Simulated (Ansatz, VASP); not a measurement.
# FeO in VASP and in Ansatz

```
Fe O
1.0
     0.00000    2.19722    2.19722
     2.19722    0.00000    2.19722
     2.19722    2.19722    0.00000
Fe O
1 1
Direct
  0.00000 0.00000 0.00000
  0.50000 0.50000 0.50000
```

Change from the starting cell: volume scaled by 1.06, PAW files.

Alike in both runs: task electric field gradients; functional PBE; k mesh 16 × 16 × 16; occupations fermi-dirac, width 0.08 eV; collinear spin.

```csv
,VASP,Ansatz
version,VASP 6.6.1,Ansatz 0.2.0
potentials or method,"VASP PAW PBE potentials, release 64 (Fe, O)","PAW with Ansatz's default frozen-core files, scalar-relativistic"
plane-wave cutoff (eV),520,420
valence electrons in the cell,14,22
```

VASP gave:

```
pressure (GPa)                                                : -9.4
net moment per atom (μB)                                      : 2.00
size of the moment on the site where the two differ most (μB) : 3.63
```

**Question.** What did Ansatz give for the same quantities?

**Answer.** Pressure (GPa): -9.4; net moment per atom (μB): 2.00; size of the moment on the site where the two differ most (μB): 3.47.

Site moments also hang on the region over which each program counts them. With one functional, cell and mesh, what is left measures potentials, basis and numerics. VASP's potentials hold 14 valence electrons a cell and Ansatz's 22, so a difference there can come from the potentials and not from the codes.
